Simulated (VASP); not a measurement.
# Sn (Fd-3m) in VASP: a series of runs

The runs below take Sn through single point, with PBE.

All numbers are computed with VASP 6.6.1; they aren't measurements. Logs are shortened: lines on timing, memory, paths and dates and some standing lists are left out, and cuts for length are marked.

**1. The cell of the first run**

Symmetry: Fd-3m, No. 227, cubic system. Conventional cell: a = 6.492 Å, b = 6.492 Å, c = 6.492 Å, α = 90.00°, β = 90.00°, γ = 90.00°. Within 3.7 Å of Sn (site symmetry -43m) lie 4 Sn at 2.81 Å.

This isn't the form of Sn at room conditions, which is tetragonal (white tin).

**2. Single point, PBE**

INCAR

```
ALGO = Fast
EDIFF = 1E-7
ENCUT = 520
GGA = PE
ISIF = 2
ISMEAR = 0
LASPH = T
LCHARG = F
LREAL = F
LWAVE = F
NBANDS = 21
NELM = 80
PREC = Accurate
SIGMA = 0.05
```

KPOINTS

```
k-points
0
Gamma
  12 12 12
```

POSCAR

```
Sn
1.0
    0.0000000000      3.2459515666      3.2459515666
    3.2459515666      0.0000000000      3.2459515666
    3.2459515666      3.2459515666      0.0000000000
Sn
2
Direct
    0.7500000000      0.7500000000      0.7500000000
    0.5000000000      0.5000000000      0.5000000000
```

Potentials or basis: VASP PAW PBE potentials, release 64 (Sn_d).

The run is started by

```console
cat potpaw_PBE.64/Sn_d/POTCAR > POTCAR
mpirun -np 1 vasp_std > vasp.out
```

OUTCAR:

```text
EDIFF = 1E-7
   ENCUT = 520
   GGA = PE
   ISIF = 2
   ISMEAR = 0
   LASPH = T
   LREAL = F
   NELM = 80
   PREC = Accurate

 ion  position               nearest neighbor table
   1  0.750  0.750  0.750-   2 2.81   2 2.81   2 2.81   2 2.81
   2  0.500  0.500  0.500-   1 2.81   1 2.81   1 2.81   1 2.81

  LATTYP: Found a face centered cubic cell.
 ALAT       =     6.4919031332

  Lattice vectors:

 A1 = (   0.0000000000,   3.2459515666,   3.2459515666)
 A2 = (   3.2459515666,   0.0000000000,   3.2459515666)
 A3 = (   3.2459515666,   3.2459515666,   0.0000000000)

Analysis of symmetry for initial positions (statically):
=====================================================================
 Subroutine PRICEL returns:
 Original cell was already a primitive cell.

 Routine SETGRP: Setting up the symmetry group for a
 face centered cubic supercell.

 Subroutine GETGRP returns: Found 48 space group operations
 (whereof 24 operations were pure point group operations)
 out of a pool of 48 trial point group operations.

The static configuration has the point symmetry T_d .
 The point group associated with its full space group is O_h .

Analysis of symmetry for dynamics (positions and initial velocities):
=====================================================================
 Subroutine PRICEL returns:
 Original cell was already a primitive cell.

 Routine SETGRP: Setting up the symmetry group for a
 face centered cubic supercell.

 Subroutine GETGRP returns: Found 48 space group operations
 (whereof 24 operations were pure point group operations)
 out of a pool of 48 trial point group operations.

The dynamic configuration has the point symmetry T_d .
 The point group associated with its full space group is O_h .

 Subroutine INISYM returns: Found 48 space group operations
 (whereof 24 operations are pure point group operations),
 and found     1 'primitive' translations

----------------------------------------------------------------------------------------

                                     Primitive cell

  volume of cell :      68.4000

  direct lattice vectors                    reciprocal lattice vectors
     0.000000000  3.245951567  3.245951567    -0.154038035  0.154038035  0.154038035
     3.245951567  0.000000000  3.245951567     0.154038035 -0.154038035  0.154038035
     3.245951567  3.245951567  0.000000000     0.154038035  0.154038035 -0.154038035

  length of vectors
     4.590468728  4.590468728  4.590468728     0.266801702  0.266801702  0.266801702

  position of ions in fractional coordinates (direct lattice)
     0.750000000  0.750000000  0.750000000
     0.500000000  0.500000000  0.500000000

  ion indices of the primitive-cell ions
   primitive index   ion index
                 1           1
                 2           2

----------------------------------------------------------------------------------------

 KPOINTS: k-points

Automatic generation of k-mesh.
 Grid dimensions read from file:
 generate k-points for:   12   12   12

 Generating k-lattice:

  Cartesian coordinates                     Fractional coordinates (reciprocal lattice)
    -0.012836503  0.012836503  0.012836503     0.083333333  0.000000000  0.000000000
     0.012836503 -0.012836503  0.012836503     0.000000000  0.083333333  0.000000000
     0.012836503  0.012836503 -0.012836503     0.000000000  0.000000000  0.083333333

  Length of vectors
     0.022233475  0.022233475  0.022233475

  Shift w.r.t. Gamma in fractional coordinates (k-lattice)
     0.000000000  0.000000000  0.000000000

 Subroutine IBZKPT returns following result:
 ===========================================

 Found     72 irreducible k-points:

 Following reciprocal coordinates:
            Coordinates               Weight
  0.000000  0.000000  0.000000      1.000000
  0.083333  0.000000  0.000000      8.000000
  0.166667  0.000000  0.000000      8.000000
  0.250000  0.000000  0.000000      8.000000
  0.333333  0.000000  0.000000      8.000000
  0.416667  0.000000  0.000000      8.000000
[... 16 lines left out ...]
  0.500000  0.166667  0.000000     24.000000
 -0.416667  0.166667  0.000000     24.000000
 [... further k-points ...]
   k-points           NKPTS =     72   k-points in BZ     NKDIM =     72   number of bands    NBANDS=     21
   number of dos      NEDOS =    301   number of ions     NIONS =      2
   total plane-waves  NPLWV =  46656
   dimension x,y,z NGX =    36 NGY =   36 NGZ =   36
   dimension x,y,z NGXF=    72 NGYF=   72 NGZF=   72
   ions per type =               2
   NGX,Y,Z   is equivalent  to a cutoff of  13.04, 13.04, 13.04 a.u.
   NGXF,Y,Z  is equivalent  to a cutoff of  26.08, 26.08, 26.08 a.u.
 SYSTEM =  unknown system
   PREC   = accura    normal or accurate (medium, high low for compatibility)
   ISTART =      0    job   : 0-new  1-cont  2-samecut
   ICHARG =      2    charge: 1-file 2-atom 10-const
   ISPIN  =      1    spin polarized calculation?
   LNONCOLLINEAR =      F non collinear calculations
   LSORBIT =      F    spin-orbit coupling
   LASPH  =      T    aspherical Exc in radial PAW
   ENCUT  =  520.0 eV  38.22 Ry    6.18 a.u.   8.54  8.54  8.54*2*pi/ulx,y,z
   NELM   =     80;   NELMIN=  2; NELMDL= -5     # of ELM steps
   EDIFF  = 0.1E-06   stopping-criterion for ELM
   LREAL  =      F    real-space projection
   EDIFFG = 0.1E-05   stopping-criterion for IOM
   NSW    =      0    number of steps for IOM
   IBRION =     -1    ionic relax: 0-MD 1-quasi-New 2-CG
   NFREE  =      0    steps in history (QN), initial steepest desc. (CG)
   ISIF   =      2    stress and relaxation
   ISYM   =      2    0-nonsym 1-usesym 2-fastsym
   POTIM  = 0.5000    time-step for ionic-motion
   TEBEG  =    0.0;   TEEND  =   0.0 temperature during run
   PSTRESS=    0.0 pullay stress
   NELECT =      28.0000    total number of electrons
   NUPDOWN=      -1.0000    fix difference up-down
   EMIN   =  10.00;   EMAX   =-10.00  energy-range for DOS
   EFERMI =   0.00;   METHOD = LEGACY
   ISMEAR =     0;   SIGMA  =   0.05  broadening in eV -4-tet -1-fermi 0-gaus
   EFERMI_NEDOS =   21; number of points for ismear=-14 and -15
   IALGO  =     68    algorithm
   IMIX   =      4    mixing-type and parameters
     AMIX     =   0.40;   BMIX     =  1.00
     AMIX_MAG =   1.60;   BMIX_MAG =  1.00
  volume/ion in A,a.u.               =      34.20       230.79
  Fermi-wavevector in a.u.,A,eV,Ry     =   1.215557  2.297070 20.103694  1.477580
  Thomas-Fermi vector in A             =   2.350940
   LORBIT       =      0    0 simple, 1 ext, 2 COOP (PROOUT), +10 PAW based schemes
   GGA     = PE    functional components
   LHFCALC =     F    Hartree Fock is set to
   AEXX    =    0.0000 exact exchange contribution
   IVDW    =     0    specifies the selected vdW correction
   LEPSILON=     F    determine dielectric tensor
   LRPA    =     F    only Hartree local field effects (RPA)
 non-spin polarized calculation
 RMM-DIIS sequential band-by-band and
 Gauss-broadening in eV      SIGMA  =   0.05
  energy-cutoff  :      520.00
  volume of cell :       68.40
 maximum number of plane-waves:      1868
 NGX is ok and might be reduce to    36
   NGX = 17   NGY = 17   NGZ = 17

 number of electron      28.0000001 magnetization

 Free energy of the ion-electron system (eV)
  ---------------------------------------------------
  ext. energy  EPLUGINS =         0.00000000
  ---------------------------------------------------
  free energy    TOTEN  =        -7.64395212 eV

  energy without entropy =       -7.64368192  energy(sigma->0) =       -7.64381702

 E-fermi :   5.6288     XC(G=0):  -8.8706

 val. band max:        5.6216454444   @ k =   0.5000   0.0000   0.0000
 cond. band min:       5.6653185237   @ k =   0.4167   0.0000   0.0000
 fundamental gap:      0.0436730793
 Fermi energy:         5.6288023894

 k-point     1 :       0.0000    0.0000    0.0000
  band No.  band energies     occupation
      1     -16.0520      2.00000
      2     -16.0520      2.00000
      3     -16.0520      2.00000
      4     -15.9925      2.00000
      5     -15.9925      2.00000
      6     -15.6845      2.00000
[... 13 lines left out ...]
     20      13.5888      0.00000
     21      13.5890      0.00000

 k-point     2 :       0.0833    0.0000    0.0000
  band No.  band energies     occupation
      1     -16.0576      2.00000
      2     -16.0576      2.00000
      3     -16.0503      2.00000
      4     -15.9849      2.00000
      5     -15.9849      2.00000
      6     -15.6980      2.00000
[... 13 lines left out ...]
     20      12.9886      0.00000
     21      12.9886      0.00000

 k-point     3 :       0.1667    0.0000    0.0000
  band No.  band energies     occupation
      1     -16.0682      2.00000
      2     -16.0682      2.00000
      3     -16.0456      2.00000
      4     -15.9690      2.00000
      5     -15.9690      2.00000
      6     -15.7145      2.00000
[... 13 lines left out ...]
     20      12.5394      0.00000
     21      12.5394      0.00000

 k-point     4 :       0.2500    0.0000    0.0000
  band No.  band energies     occupation
      1     -16.0775      2.00000
      2     -16.0775      2.00000
      3     -16.0390      2.00000
      4     -15.9530      2.00000
      5     -15.9530      2.00000
      6     -15.7283      2.00000
[... 13 lines left out ...]
     20      12.5087      0.00000
     21      12.5087      0.00000

 k-point     5 :       0.3333    0.0000    0.0000
  band No.  band energies     occupation
      1     -16.0838      2.00000
      2     -16.0838      2.00000
      3     -16.0323      2.00000
      4     -15.9410      2.00000
      5     -15.9410      2.00000
      6     -15.7378      2.00000
[... 13 lines left out ...]
     20      12.9597      0.00000
     21      12.9597      0.00000
[... 382 lines left out ...]
     20      13.3253      0.00000
     21      13.9646      0.00000

 k-point    22 :       0.4167    0.1667    0.0000
  band No.  band energies     occupation
      1     -16.1047      2.00000
      2     -16.0884      2.00000
      3     -16.0151      2.00000
      4     -15.9269      2.00000
      5     -15.8986      2.00000
      6     -15.8022      2.00000
[... 13 lines left out ...]
     20      13.9110      0.00000
     21      14.5312      0.00000

 k-point    23 :       0.5000    0.1667    0.0000
  band No.  band energies     occupation
      1     -16.1108      2.00000
      2     -16.0933      2.00000
      3     -15.9997      2.00000
      4     -15.9142      2.00000
      5     -15.9028      2.00000
      6     -15.7934      2.00000
[... 13 lines left out ...]
     20      14.3365      0.00000
     21      14.5319      0.00000

 k-point    24 :      -0.4167    0.1667    0.0000
  band No.  band energies     occupation
      1     -16.1115      2.00000
      2     -16.0962      2.00000
      3     -15.9922      2.00000
      4     -15.9152      2.00000
      5     -15.9054      2.00000
      6     -15.7744      2.00000
[... 13 lines left out ...]
     20      13.4740      0.00000
     21      13.6810      0.00000

 [... further k-points ...]
[... 5 lines left out ...]
  --------------------------------------------------------------------------------------
  -------------------------------------------------------------------------------------
  Total        1.3316869      1.3316869      1.3316869      0.0000000      0.0000000     -0.0000000
  in kB       31.1929611     31.1929611     31.1929611      0.0000000      0.0000000     -0.0000000
  external PRESSURE =      31.1929611 kB  Pullay stress =       0.0000000 kB

 VOLUME and BASIS-vectors are now :
 -----------------------------------------------------------------------------
  energy-cutoff  :      520.00
  volume of cell :       68.40
      direct lattice vectors                 reciprocal lattice vectors
     0.000000000  3.245951567  3.245951567    -0.154038035  0.154038035  0.154038035
     3.245951567  0.000000000  3.245951567     0.154038035 -0.154038035  0.154038035
     3.245951567  3.245951567  0.000000000     0.154038035  0.154038035 -0.154038035

 POSITION                                       TOTAL-FORCE (eV/Angst)
 -----------------------------------------------------------------------------------
      4.86893      4.86893      4.86893         0.000000      0.000000      0.000000
      3.24595      3.24595      3.24595        -0.000000     -0.000000     -0.000000
 -----------------------------------------------------------------------------------
    total drift:                                0.000000      0.000000      0.000000

  FREE ENERGIE OF THE ION-ELECTRON SYSTEM (eV)
  ---------------------------------------------------
  free  energy   TOTEN  =        -7.6439521198 eV

  energy  without entropy=       -7.6436819208  energy(sigma->0) =       -7.64381702
```

It took 2.1 min on 1 thread of Intel Xeon Platinum 8375C at 2.90GHz (Ice Lake), shared host; peak memory 0.25 GiB.

What came out:

* Free energy: -7.6440 eV
* Pressure: 3.1 GPa
* Band gap on the k mesh: zero (bands 14 and 15 overlap by 0.09 eV)

Caveat: the cell stands under pressure; spin-orbit coupling is left out, which moves the levels of the heavy elements.

(Continued in part 2 of 2.)
